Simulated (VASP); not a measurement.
Input of a VASP 6.6.1 run:

INCAR

```
PREC = Accurate ; ENCUT = 520
EDIFF = 1E-6 ; ISMEAR = -1
SIGMA = 0.05 ; LREAL = False
LASPH = True ; NELM = 60
ALGO = Normal ; ISIF = 2
LWAVE = False ; LCHARG = False
NBANDS = 12
```

KPOINTS

```
regular mesh
0
Gamma
  9 6 6
```

POSCAR

```
Sb
1.0
    3.1224020000      0.0000000000      0.0000000000
    0.0000000000      4.3475180000      0.0000000000
   -0.0389150000      0.0000000000      4.4058520000
Sb
2
Direct
    0.0113890000      0.2500000000      0.2411660000
    0.9886110000      0.7500000000      0.7588340000
```

Potentials or basis: VASP PAW LDA potentials, release 64 (Sb).

The run is started by

```sh
$ cat potpaw_LDA.64/Sb/POTCAR > POTCAR
$ mpirun -np 1 vasp_std > vasp.out
```

Estimate the pressure.

-3.2 GPa.

Estimate the largest force.

0.043 eV/Å.

Predict the band gap on the k mesh.

zero (band 5 reaches 12.01 eV, above the bottom of band 6 at 3.76 eV).

Forces in eV/Å, atoms in the order of the input:
```
Sb  -0.036  0.000  0.024
Sb   0.036  0.000 -0.024
```

Caveat: spin-orbit coupling is left out, which moves the levels of the heavy elements.
